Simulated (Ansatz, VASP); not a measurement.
**AlGaN2 in VASP and in Ansatz**

The input INCAR:

```
ALGO     = Normal         # electronic algorithm
EDIFF    = 1E-6           # SCF threshold, eV
ENCUT    = 520            # plane-wave cutoff, eV
ISIF     = 2              # what is computed and relaxed
ISMEAR   = 0              # smearing method
LASPH    = True           # aspherical terms in the spheres
LCHARG   = False          # write CHGCAR
LREAL    = False          # projectors in reciprocal space
LWAVE    = False          # write WAVECAR
NBANDS   = 21             # bands
NELM     = 60             # most SCF steps
PREC     = Accurate       # precision mode
SIGMA    = 0.05           # smearing width, eV
```

Contents of KPOINTS:

```
k-points
0
Gamma
  8 8 6
```

The input POSCAR:

```
AlGaN2
1.0
    3.0937638930      0.0000000000      0.0000000000
    0.0000000000      3.0937638930      0.0000000000
    0.0000000000      0.0000000000      4.4238379400
Al Ga N
1 1 2
Direct
    0.5000000000      0.5000000000      0.5000000000
    0.0000000000      0.0000000000      0.0000000000
    0.5000000000      0.0000000000      0.7382648100
    0.0000000000      0.5000000000      0.2617351900
```

Input for Ansatz:

```yaml
crystal:
  lattice:
    - [3.093763893, 0.0, 0.0]
    - [0.0, 3.093763893, 0.0]
    - [0.0, 0.0, 4.42383794]
  atoms:
    - { symbol: Al, position: [0.5, 0.5, 0.5] }
    - { symbol: Ga, position: [0.0, 0.0, 0.0] }
    - { symbol: "N", position: [0.5, 0.0, 0.73826481] }
    - { symbol: "N", position: [0.0, 0.5, 0.26173519] }
basis:
  ecutwfc: 420
kpoints:
  mp_grid: { grid: [8, 8, 6] }
hamiltonian:
  xc: lda
scf:
  occupations: { method: gaussian, width: 0.05 }
output:
  forces: true
  stress: true
  eigenvalues: true
```

Change from the starting cell: strain -0.0150 x Voigt [1, 1, 0, 0, 0, 0], atoms carried along.

Alike in both runs: task single point; functional LDA; k mesh 8 × 8 × 6; occupations gaussian, width 0.05 eV; no spin polarisation.

|  | VASP | Ansatz |
| --- | --- | --- |
| version | VASP 6.6.1 | Ansatz 0.2.0 |
| potentials or method | VASP PAW LDA potentials, release 64 (Al, Ga_d, N), cutoff 520 eV | scalar-relativistic, plane waves, PAW |
| valence electrons in the cell | 26 | 26 |

```tsv
	VASP	Ansatz	Ansatz less VASP
gap on the k mesh at the Fermi level (eV)	3.07	3.06	-0.011
least direct gap on the mesh (eV)	3.07	3.06	-0.011
pressure (GPa)	1.9	1.0	-0.90
traceless stress, the component that is largest in VASP (GPa)	-1.55	-1.57	-0.025
rms of the force components (eV/Å)	0.083	0.095	+0.0114
```

LDA's correlation is that of Perdew and Zunger in VASP and of Perdew and Wang (1992) in Ansatz. Atom by atom the forces differ by 0.011 eV/Å (rms over components).
